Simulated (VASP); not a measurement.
# Sn (I4_1/amd) in VASP: relaxation of cell and atoms with PBE

Aim: the relaxation of cell and atoms of Sn with PBE.

All numbers are computed with VASP 6.6.1; they aren't measurements. Logs are shortened: lines on timing, memory, paths and dates and some standing lists are left out, and cuts for length are marked.

**1. The cell of the first run**

The structure is tetragonal, space group I4_1/amd (No. 141). Conventional cell: a = 5.649 Å, b = 5.649 Å, c = 3.045 Å, α = 90.00°, β = 90.00°, γ = 90.00°. Sn (site symmetry -4m2) has 10 Sn at 2.93 to 3.63 Å within 3.9 Å.

**2. Relaxation of cell and atoms, PBE, target pressure 10.9 GPa, at which the enthalpy is minimised**

The input, INCAR:

```
ALGO = Fast
EDIFF = 1E-6
EDIFFG = -0.002
ENCUT = 600
GGA = PE
IBRION = 2
ISIF = 3
ISMEAR = 0
LASPH = T
LCHARG = F
LREAL = F
LWAVE = F
NELM = 80
NSW = 100
PREC = Accurate
PSTRESS = 109.0
SIGMA = 0.1
```

The input, KPOINTS:

```
k-points
0
Gamma
  16 16 16
```

The input, POSCAR:

```
Sn
1.0
   -2.8245721756      2.8245721756      1.5223375949
    2.8245721756     -2.8245721756      1.5223375949
    2.8245721756      2.8245721756     -1.5223375949
Sn
2
Direct
    0.0000000000      0.0000000000      0.0000000000
    0.7500000000      0.2500000000      0.5000000000
```

Potentials or basis: VASP PAW PBE potentials, release 64 (Sn_d).

Launch:

```console
> cat potpaw_PBE.64/Sn_d/POTCAR > POTCAR
> mpirun -np 1 vasp_std > vasp.out
```

OUTCAR:

```text
EDIFF = 1E-6
   EDIFFG = -0.002
   ENCUT = 600
   GGA = PE
   IBRION = 2
   ISIF = 3
   ISMEAR = 0
   LASPH = T
   LREAL = F
   NELM = 80
   NSW = 100
   PREC = Accurate
   PSTRESS = 109.0

 ion  position               nearest neighbor table
   1  0.000  0.000  0.000-   2 2.93   2 2.93   2 2.93   2 2.93   2 3.63   2 3.63   2 3.63   2 3.63

   2  0.750  0.250  0.500-   1 2.93   1 2.93   1 2.93   1 2.93   1 3.63   1 3.63   1 3.63   1 3.63

  LATTYP: Found a body centered tetragonal cell.
 ALAT       =     5.6491443512
 C/A-ratio  =     0.5389621862

  Lattice vectors:

 A1 = (  -2.8245721756,   2.8245721756,   1.5223375949)
 A2 = (   2.8245721756,  -2.8245721756,   1.5223375949)
 A3 = (   2.8245721756,   2.8245721756,  -1.5223375949)

Analysis of symmetry for initial positions (statically):
=====================================================================
 Subroutine PRICEL returns:
 Original cell was already a primitive cell.

 Routine SETGRP: Setting up the symmetry group for a
 body centered tetragonal supercell.

 Subroutine GETGRP returns: Found 16 space group operations
 (whereof  8 operations were pure point group operations)
 out of a pool of 16 trial point group operations.

The static configuration has the point symmetry D_2d.
 The point group associated with its full space group is D_4h.

Analysis of symmetry for dynamics (positions and initial velocities):
=====================================================================
 Subroutine PRICEL returns:
 Original cell was already a primitive cell.

 Routine SETGRP: Setting up the symmetry group for a
 body centered tetragonal supercell.

 Subroutine GETGRP returns: Found 16 space group operations
 (whereof  8 operations were pure point group operations)
 out of a pool of 16 trial point group operations.

The dynamic configuration has the point symmetry D_2d.
 The point group associated with its full space group is D_4h.

 Subroutine INISYM returns: Found 16 space group operations
 (whereof  8 operations are pure point group operations),
 and found     1 'primitive' translations

----------------------------------------------------------------------------------------

                                     Primitive cell

  volume of cell :      48.5821

  direct lattice vectors                    reciprocal lattice vectors
    -2.824572176  2.824572176  1.522337595     0.000000000  0.177017958  0.328442260
     2.824572176 -2.824572176  1.522337595     0.177017958  0.000000000  0.328442260
     2.824572176  2.824572176 -1.522337595     0.177017958  0.177017958  0.000000000

  length of vectors
     4.274801481  4.274801481  4.274801481     0.373108129  0.373108129  0.250341198

  position of ions in fractional coordinates (direct lattice)
     0.000000000  0.000000000  0.000000000
     0.750000000  0.250000000  0.500000000

  ion indices of the primitive-cell ions
   primitive index   ion index
                 1           1
                 2           2

----------------------------------------------------------------------------------------

 KPOINTS: k-points

Automatic generation of k-mesh.
 Grid dimensions read from file:
 generate k-points for:   16   16   16

 Generating k-lattice:

  Cartesian coordinates                     Fractional coordinates (reciprocal lattice)
     0.000000000  0.011063622  0.020527641     0.062500000 -0.000000000  0.000000000
     0.011063622  0.000000000  0.020527641    -0.000000000  0.062500000  0.000000000
     0.011063622  0.011063622  0.000000000     0.000000000  0.000000000  0.062500000

  Length of vectors
     0.023319258  0.023319258  0.015646325

  Shift w.r.t. Gamma in fractional coordinates (k-lattice)
     0.000000000  0.000000000  0.000000000

 Subroutine IBZKPT returns following result:
 ===========================================

 Found    349 irreducible k-points:

 Following reciprocal coordinates:
            Coordinates               Weight
  0.000000  0.000000  0.000000      1.000000
  0.062500 -0.000000  0.000000      8.000000
  0.125000 -0.000000  0.000000      8.000000
  0.187500  0.000000 -0.000000      8.000000
  0.250000 -0.000000  0.000000      8.000000
  0.312500 -0.000000  0.000000      8.000000
[... 16 lines left out ...]
 -0.125000  0.062500 -0.000000     16.000000
 -0.062500  0.062500  0.000000      4.000000
 [... further k-points ...]
   k-points           NKPTS =    349   k-points in BZ     NKDIM =    349   number of bands    NBANDS=     18
   number of dos      NEDOS =    301   number of ions     NIONS =      2
   total plane-waves  NPLWV =  46656
   dimension x,y,z NGX =    36 NGY =   36 NGZ =   36
   dimension x,y,z NGXF=    72 NGYF=   72 NGZF=   72
   ions per type =               2
   NGX,Y,Z   is equivalent  to a cutoff of  14.00, 14.00, 14.00 a.u.
   NGXF,Y,Z  is equivalent  to a cutoff of  28.00, 28.00, 28.00 a.u.
 SYSTEM =  unknown system
   PREC   = accura    normal or accurate (medium, high low for compatibility)
   ISTART =      0    job   : 0-new  1-cont  2-samecut
   ICHARG =      2    charge: 1-file 2-atom 10-const
   ISPIN  =      1    spin polarized calculation?
   LNONCOLLINEAR =      F non collinear calculations
   LSORBIT =      F    spin-orbit coupling
   LASPH  =      T    aspherical Exc in radial PAW
   ENCUT  =  600.0 eV  44.10 Ry    6.64 a.u.   8.54  8.54  8.54*2*pi/ulx,y,z
   NELM   =     80;   NELMIN=  2; NELMDL= -5     # of ELM steps
   EDIFF  = 0.1E-05   stopping-criterion for ELM
   LREAL  =      F    real-space projection
   EDIFFG = -.2E-02   stopping-criterion for IOM
   NSW    =    100    number of steps for IOM
   IBRION =      2    ionic relax: 0-MD 1-quasi-New 2-CG
   NFREE  =      1    steps in history (QN), initial steepest desc. (CG)
   ISIF   =      3    stress and relaxation
   ISYM   =      2    0-nonsym 1-usesym 2-fastsym
   POTIM  = 0.5000    time-step for ionic-motion
   TEBEG  =    0.0;   TEEND  =   0.0 temperature during run
   PSTRESS=  109.0 pullay stress
   NELECT =      28.0000    total number of electrons
   NUPDOWN=      -1.0000    fix difference up-down
   EMIN   =  10.00;   EMAX   =-10.00  energy-range for DOS
   EFERMI =   0.00;   METHOD = LEGACY
   ISMEAR =     0;   SIGMA  =   0.10  broadening in eV -4-tet -1-fermi 0-gaus
   EFERMI_NEDOS =   21; number of points for ismear=-14 and -15
   IALGO  =     68    algorithm
   IMIX   =      4    mixing-type and parameters
     AMIX     =   0.40;   BMIX     =  1.00
     AMIX_MAG =   1.60;   BMIX_MAG =  1.00
  volume/ion in A,a.u.               =      24.29       163.92
  Fermi-wavevector in a.u.,A,eV,Ry     =   1.362392  2.574547 25.253935  1.856112
  Thomas-Fermi vector in A             =   2.488886
   LORBIT       =      0    0 simple, 1 ext, 2 COOP (PROOUT), +10 PAW based schemes
   GGA     = PE    functional components
   LHFCALC =     F    Hartree Fock is set to
   AEXX    =    0.0000 exact exchange contribution
   IVDW    =     0    specifies the selected vdW correction
   LEPSILON=     F    determine dielectric tensor
   LRPA    =     F    only Hartree local field effects (RPA)
 conjugate gradient relaxation of ions
 non-spin polarized calculation
 RMM-DIIS sequential band-by-band and
 Gauss-broadening in eV      SIGMA  =   0.10
  energy-cutoff  :      600.00
  volume of cell :       48.58
 maximum number of plane-waves:      1652
 NGX is ok and might be reduce to    36
   NGX = 17   NGY = 17   NGZ = 17

--------------------------------------- Ionic step        1  -------------------------------------------

 number of electron      27.9999996 magnetization

 Free energy of the ion-electron system (eV)
  ---------------------------------------------------
  ext. energy  EPLUGINS =         0.00000000
  ---------------------------------------------------
  free energy    TOTEN  =        -7.37663652 eV

  energy without entropy =       -7.37277388  energy(sigma->0) =       -7.37470520

------------------------ aborting loop because EDIFF is reached ----------------------------------------

  FORCE on cell =-STRESS in cart. coord.  units (eV):
  Direction    XX          YY          ZZ          XY          YZ          ZX
  --------------------------------------------------------------------------------------
  -------------------------------------------------------------------------------------
  Total        3.2863492      3.2863492      3.2862276      0.0000000     -0.0000000      0.0000000
  in kB      108.3797086    108.3797086    108.3756984      0.0000000     -0.0000000      0.0000000
  external PRESSURE =      -0.6216281 kB  Pullay stress =     109.0000000 kB

 VOLUME and BASIS-vectors are now :
 -----------------------------------------------------------------------------
  energy-cutoff  :      600.00
  volume of cell :       48.58
      direct lattice vectors                 reciprocal lattice vectors
    -2.824572176  2.824572176  1.522337595     0.000000000  0.177017958  0.328442260
     2.824572176 -2.824572176  1.522337595     0.177017958  0.000000000  0.328442260
     2.824572176  2.824572176 -1.522337595     0.177017958  0.177017958  0.000000000
[... 122 lines left out ...]
  FREE ENERGIE OF THE ION-ELECTRON SYSTEM (eV)
  ---------------------------------------------------
  free  energy   TOTEN  =        -7.3741151357 eV

  energy  without entropy=       -7.3702560950  energy(sigma->0) =       -7.37218562

  enthalpy is  TOTEN    =        -4.0714783254 eV   P V=        3.3026368103

--------------------------------------- Ionic step        5  -------------------------------------------

 number of electron      27.9999996 magnetization

 Free energy of the ion-electron system (eV)
  ---------------------------------------------------
  ext. energy  EPLUGINS =         0.00000000
  ---------------------------------------------------
  free energy    TOTEN  =        -7.37439317 eV

  energy without entropy =       -7.37053378  energy(sigma->0) =       -7.37246347

 E-fermi :   9.4543     XC(G=0): -10.8413

 val. band max:        9.4517857149   @ k =   0.5000   0.1250   0.0625
 cond. band min:       9.4572257898   @ k =   0.4375   0.1875  -0.0000
 fundamental gap:      0.0054400749
 Fermi energy:         9.4543434607

 k-point     1 :       0.0000    0.0000    0.0000
  band No.  band energies     occupation
      1     -12.4188      2.00000
      2     -12.3138      2.00000
      3     -12.2577      2.00000
      4     -12.2470      2.00000
      5     -12.0158      2.00000
      6     -12.0158      2.00000
[... 10 lines left out ...]
     17      16.1307      0.00000
     18      17.2813      0.00000
[... 463 lines left out ...]
 k-point    24 :      -0.0625    0.0625    0.0000
  band No.  band energies     occupation
      1     -12.4144      2.00000
      2     -12.3145      2.00000
      3     -12.2538      2.00000
      4     -12.2495      2.00000
      5     -12.0179      2.00000
      6     -12.0137      2.00000
[... 10 lines left out ...]
     17      15.8954      0.00000
     18      17.2975      0.00000

 [... further k-points ...]
[... 5 lines left out ...]
  --------------------------------------------------------------------------------------
  -------------------------------------------------------------------------------------
  Total        3.3056266      3.3056266      3.3050125      0.0000000      0.0000000      0.0000000
  in kB      109.0895437    109.0895437    109.0692780      0.0000000      0.0000000      0.0000000
  external PRESSURE =       0.0827885 kB  Pullay stress =     109.0000000 kB

 VOLUME and BASIS-vectors are now :
 -----------------------------------------------------------------------------
  energy-cutoff  :      600.00
  volume of cell :       48.55
      direct lattice vectors                 reciprocal lattice vectors
    -2.823933948  2.823933948  1.521991391     0.000000000  0.177057966  0.328516970
     2.823933948 -2.823933948  1.521991391     0.177057966  0.000000000  0.328516970
     2.823933948  2.823933948 -1.521991391     0.177057966  0.177057966  0.000000000

 POSITION                                       TOTAL-FORCE (eV/Angst)
 -----------------------------------------------------------------------------------
     -0.00000      0.00000      0.00000        -0.000000     -0.000000     -0.000000
     -0.00000      2.82393      0.76100         0.000000      0.000000      0.000000
 -----------------------------------------------------------------------------------
    total drift:                               -0.000000      0.000000     -0.000000

  FREE ENERGIE OF THE ION-ELECTRON SYSTEM (eV)
  ---------------------------------------------------
  free  energy   TOTEN  =        -7.3743931691 eV

  energy  without entropy=       -7.3705337780  energy(sigma->0) =       -7.37246347

  enthalpy is  TOTEN    =        -4.0714798875 eV   P V=        3.3029132816

 reached required accuracy - stopping structural energy minimisation
```

Run time: 6.3 min. Hardware: 1 thread of Intel Xeon Platinum 8559C (Emerald Rapids), shared host; peak memory 0.45 GiB.

What came out:

| Quantity | Value |
| --- | --- |
| Free energy | -7.3744 eV |
| Relaxed volume | 24.27 Å³/atom |
| Relaxed cell | a = 4.274 Å, b = 4.274 Å, c = 4.274 Å, α = 97.29°, β = 97.29°, γ = 138.28° |
| Space group after relaxing (to 0.1 Å) | I4_1/amd (No. 141) |
| Energy change on relaxing (the run minimises the enthalpy) | +1.1 meV/atom |
| Ionic steps | 5 |
| Pressure after relaxing | 10.9 GPa |
| Band gap on the k mesh | zero (bands 14 and 15 overlap by 4.91 eV) |

Step by step:
```tsv
step	energy change (eV)	largest force (eV/Å)	pressure (GPa)	volume (Å³)
1	0.0000	0.0000	10.84	48.58
2	0.0045	0.0000	11.10	48.52
3	0.0021	0.0000	10.86	48.55
4	0.0025	0.0000	10.98	48.55
5	0.0022	0.0000	10.91	48.55
```

Final structure:
```
Sn
1.0
    -2.82393    2.82393    1.52199
     2.82393   -2.82393    1.52199
     2.82393    2.82393   -1.52199
Sn
2
Direct
  0.00000 0.00000 0.00000
  0.75000 0.25000 0.50000
```

Levels at points of the mesh, in eV from the Fermi level:
| k point | band 12 | band 13 | band 14 | band 15 | band 16 | band 17 |
| --- | --- | --- | --- | --- | --- | --- |
| (0.00, 0.00, 0.00) | -3.43 | -2.36 | -2.36 | 2.73 | 6.68 | 6.68 |
| (0.50, 0.00, 0.00) | -5.81 | -2.23 | -2.03 | -1.33 | 2.13 | 3.10 |
| (0.50, 0.50, 0.00) | -9.58 | 0.50 | 0.50 | 1.69 | 1.69 | 6.66 |
| (0.50, 0.50, 0.50) | -7.93 | -5.52 | -5.52 | 5.62 | 5.62 | 10.34 |

Caveat: the cell is relaxed towards a set pressure, so the run minimises the enthalpy, not the energy; spin-orbit coupling is left out, which moves the levels of the heavy elements.
